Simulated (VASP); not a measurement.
**WS2: single point with PBEsol**

The system is WS2.

```
W S
1.0
     3.00565    0.00000    0.00000
    -1.50283    2.60297    0.00000
     0.00000    0.00000   18.29298
W S
3 6
Direct
  0.66667 0.33333 0.33268
  0.33333 0.66667 0.66602
  0.00000 0.00000 0.99935
  0.33333 0.66667 0.24429
  0.66667 0.33333 0.08766
  0.00000 0.00000 0.57763
  0.33333 0.66667 0.42099
  0.66667 0.33333 0.91096
  0.00000 0.00000 0.75432
```

* Program: VASP 6.6.1
* Task: single point
* Functional: PBEsol
* Potentials or basis: VASP PAW PBE potentials, release 64 (W_sv, S)
* Cutoff: 520 eV
* k mesh: 12 × 12 × 2
* Occupations: gaussian, width 0.02 eV
* Spin: no spin polarisation

```json
{
 "Pressure": "12.8 GPa",
 "Largest force": "0.024 eV/Å",
 "Band gap on the k mesh": "0.98 eV"
}
```

Forces on the atoms (eV/Å):
```
W    0.000  0.000  0.001
W    0.000  0.000  0.001
W    0.000  0.000  0.001
S    0.000  0.000 -0.024
S    0.000  0.000  0.023
S    0.000  0.000 -0.024
S    0.000  0.000  0.023
S    0.000  0.000 -0.024
S    0.000  0.000  0.023
```

Stress tensor (GPa, compression positive):
```
17.58  0.00  0.00
 0.00 17.58  0.00
 0.00  0.00  3.09
```

Levels at points of the mesh, in eV from the valence-band top:
```tsv
k point	band 35	band 36	band 37	band 38	band 39	band 40	band 41	band 42	band 43	band 44
(0.00, 0.00, 0.00)	-1.42	-1.42	-1.42	-0.18	-0.18	2.98	2.98	2.98	2.98	2.98
(0.50, 0.00, 0.00)	-1.52	-1.30	-1.27	-1.05	-1.05	3.01	3.01	3.17	3.44	3.46
(0.00, 0.00, 0.50)	-1.41	-1.41	-0.72	-0.72	0.00	2.96	2.96	2.99	2.99	2.99
(0.50, 0.00, 0.50)	-1.37	-1.37	-1.20	-1.20	-0.97	2.88	3.19	3.19	3.44	3.44
```

It took 6 min on 1 thread of Intel Xeon 8259CL, with other jobs on the host, peak memory 0.37 GiB.

Caveat: the cell stands under pressure; the PAW data sets were made with another functional, which shifts forces and pressure a little; spin-orbit coupling is left out, which moves the levels of the heavy elements; this functional lacks dispersion, which binds the layers, so the pressure and a relaxed spacing across them are unreliable. A k mesh can miss the band edges.
